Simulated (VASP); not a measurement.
Wanted: the native input for a VASP 6.6.1 run.

```yaml
Task: single point
Functional: PBE
Potentials_or_basis: VASP PAW PBE potentials, release 64 (Si, Se)
Cutoff: 520 eV
k_mesh: 4 × 4 × 4
Occupations: gaussian, width 0.1 eV
Spin: no spin polarisation
Dipole_correction: no
Further_INCAR_settings: ALGO = Normal; EDIFF = 1e-06; NBANDS = 32
```

The structure of SiSe3 lies in POSCAR:

```
SiSe3
1.0
   -3.2526911900      4.6000000000      3.2526911900
    3.2526911900     -4.6000000000      3.2526911900
    3.2526911900      4.6000000000     -3.2526911900
Si Se
2 6
Direct
    0.0000000000      0.0000000000      0.0000000000
    0.5000000000      0.0000000000      0.5000000000
    0.1934350600      0.9434350600      0.2500000000
    0.7217175300      0.5000000000      0.7217175300
    0.2782824700      0.0000000000      0.7782824700
    0.8065649400      0.0565649400      0.7500000000
    0.2782824700      0.5000000000      0.2782824700
    0.7217175300      0.0000000000      0.2217175300
```

One way to write it, as run:

INCAR

```
SYSTEM = SiSe3
PREC = Accurate
ENCUT = 520
EDIFF = 1E-6
ISMEAR = 0
SIGMA = 0.1
LREAL = .False.
LASPH = .True.
NELM = 60
ALGO = Normal
ISIF = 2
LWAVE = .False.
LCHARG = .False.
GGA = PE
NBANDS = 32
```

KPOINTS

```
Automatic mesh
0
Gamma
  4 4 4
  0 0 0
```

Potentials or basis: VASP PAW PBE potentials, release 64 (Si, Se).

Run with:

```bash
$ cat potpaw_PBE.64/Si/POTCAR potpaw_PBE.64/Se/POTCAR > POTCAR
$ mpirun -np 1 vasp_std > vasp.out
```

It gave:

```json
{
  "Pressure": "9.0 GPa",
  "Largest force": "0.721 eV/Å",
  "Band gap on the k mesh": "zero (bands 22 and 23 overlap by 0.55 eV)"
}
```

Caveat: the cell stands under pressure.

It took 70 s on 1 thread of Intel(R) Xeon(R) 6975P-C (Granite Rapids), on a shared host, peak memory 0.36 GiB.
